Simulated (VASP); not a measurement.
AlSi2B:

```
CELL_PARAMETERS angstrom
3.15749 0.00000 0.00000
-1.57875 2.73447 0.00000
0.00000 0.00000 7.40314
ATOMIC_POSITIONS crystal
Al 0.00000 0.00000 0.00000
Si 0.33333 0.66667 0.26542
Si 0.33333 0.66667 0.73458
B 0.66667 0.33333 0.50000
```

| Item | Value |
| --- | --- |
| Program | VASP 6.6.1 |
| Task | relaxation of cell and atoms |
| Functional | PBE |
| Potentials or basis | VASP PAW PBE potentials, release 64 (Al, Si, B) |
| Cutoff | 600 eV |
| k mesh | 6 × 6 × 4 |
| Occupations | gaussian, width 0.1 eV |
| Spin | no spin polarisation |

At the start: pressure -12.7 GPa; volume 15.98 Å³/atom.

How do energy, volume and symmetry change on relaxing?

Over 14 steps the energy falls by 522.7 meV/atom and the volume is 13.48 Å³/atom (-15.7 %); space group P-6m2 (No. 187, to 0.05 Å).

The path:
| step | energy change (eV) | largest force (eV/Å) | pressure (GPa) | volume (Å³) |
| --- | --- | --- | --- | --- |
| 1 | 0.0000 | 1.6121 | -12.71 | 63.92 |
| 2 | -0.8574 | 2.5194 | 0.11 | 52.87 |
| 3 | -0.9257 | 3.1722 | 13.66 | 47.66 |
| 4 | -1.3286 | 2.1128 | 21.94 | 45.64 |
| 5 | -1.3396 | 1.7156 | 23.74 | 45.33 |
| 6 | -1.8107 | 1.0078 | 12.10 | 48.54 |
| 7 | -2.0622 | 0.5258 | 1.43 | 52.76 |
| 8 | -2.0824 | 0.4360 | -0.91 | 54.12 |
| 9 | -2.0837 | 0.3353 | -1.64 | 54.62 |
| 10 | -2.0836 | 0.3818 | -1.36 | 54.42 |
| 11 | -2.0892 | 0.0430 | -0.49 | 54.21 |
| 12 | -2.0893 | 0.0124 | -0.41 | 54.19 |
| 13 | -2.0904 | 0.0108 | -0.18 | 54.06 |
| 14 | -2.0908 | 0.0088 | 0.07 | 53.91 |

Final structure:
```yaml
crystal:
  lattice:
    - [3.11314, 0.00000, 0.00000]
    - [-1.55657, 2.69606, 0.00000]
    - [0.00000, 0.00000, 6.42349]
  atoms:
    - { symbol: Al, position: [0.00000, 0.00000, 0.00000] }
    - { symbol: Si, position: [0.33333, 0.66667, 0.31919] }
    - { symbol: Si, position: [0.33333, 0.66667, 0.68081] }
    - { symbol: B, position: [0.66667, 0.33333, 0.50000] }
```

Caveat: the k points lie up to 0.39 Å⁻¹ apart in the final cell; the volume moved by over 15 % at a fixed basis, so the end points are rough.
